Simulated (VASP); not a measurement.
**Sb: single point with r2SCAN**

Crystal: Sb.

```
CELL_PARAMETERS angstrom
3.14928 0.00000 0.00000
0.00000 3.14928 0.00000
0.00000 0.00000 3.06189
ATOMIC_POSITIONS crystal
Sb 0.00000 0.00000 0.00000
```

This cell differs from its parent crystal: biaxial strain in the a-b plane: +2.0 %, then relaxed in part.

- Program: VASP 6.6.1
- Task: single point
- Functional: r2SCAN
- Potentials or basis: VASP PAW PBE potentials, release 64 (Sb)
- Cutoff: 550 eV
- k mesh: 16 × 16 × 16
- Occupations: gaussian, width 0.1 eV
- Spin: no spin polarisation

| Quantity | Value |
| --- | --- |
| Pressure | -1.8 GPa |

Stress tensor (GPa, compression positive):
```
-2.73  0.00  0.00
 0.00 -2.73  0.00
 0.00  0.00  0.01
```

Levels at points of the mesh, in eV from the Fermi level:
```
           k point  band 1  band 2  band 3  band 4  band 5  band 6  band 7
(0.00, 0.00, 0.00)  -12.85    3.11    3.11    3.95    7.04    7.31    9.12
(0.50, 0.00, 0.00)  -10.47   -5.72    5.07    5.93    9.24   11.33   11.69
(0.50, 0.50, 0.00)   -7.92   -3.76   -3.76    2.50    7.97   13.50   14.21
(0.00, 0.00, 0.50)  -10.09   -5.81    5.39    5.39    9.29   11.00   11.68
(0.50, 0.00, 0.50)   -7.50   -3.89   -3.49    2.57    7.41   13.27   13.52
(0.50, 0.50, 0.50)   -4.57   -2.07   -1.63   -1.63    5.13    5.13    5.36
```

Run time: 73 s on 1 thread of Intel(R) Xeon(R) 6975P-C (Granite Rapids), with other jobs on the host, peak memory 0.22 GiB.

Caveat: the cell differs from its parent crystal (biaxial strain in the a-b plane: +2.0 %, then relaxed in part); the PAW data sets were made with another functional, which shifts forces and pressure a little; spin-orbit coupling is left out, which moves the levels of the heavy elements.
